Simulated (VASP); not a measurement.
Here is a VASP 6.6.1 calculation.

Contents of INCAR:

```
PREC = Accurate
ENCUT = 400
EDIFF = 1E-8
ISMEAR = -1
SIGMA = 0.05
LREAL = False
LASPH = True
NELM = 120
ALGO = Normal
ISIF = 2
LWAVE = False
LCHARG = False
LEFG = True
ISYM = 0
NBANDS = 12
GGA_COMPAT = False
```

Contents of KPOINTS:

```
Automatic mesh
0
Gamma
  14 14 16
```

The input POSCAR:

```
Ga
1.0
   -1.3759200000      1.3759200000      2.2290000000
    1.3759200000     -1.3759200000      2.2290000000
    1.3759200000      1.3759200000     -2.2290000000
Ga
1
Direct
    0.0000000000      0.0000000000      0.0000000000
```

Potentials or basis: VASP PAW LDA potentials, release 64 (Ga_d).

The run is started by

```bash
$ cat potpaw_LDA.64/Ga_d/POTCAR > POTCAR
$ mpirun -np 1 vasp_std > vasp.out
```

(1) Estimate the band gap on the k mesh.

(2) What does it give for the pressure?

Answers

(1) zero (an odd number of electrons rules out a gap without spin polarisation).

(2) 0.6 GPa.

Caveat: the cell differs from its parent crystal (equal xx and yy strain of -2 %); without QUAD_EFG the Cq values of the log hold for a quadrupole moment of 1 mb, not for the nuclei.
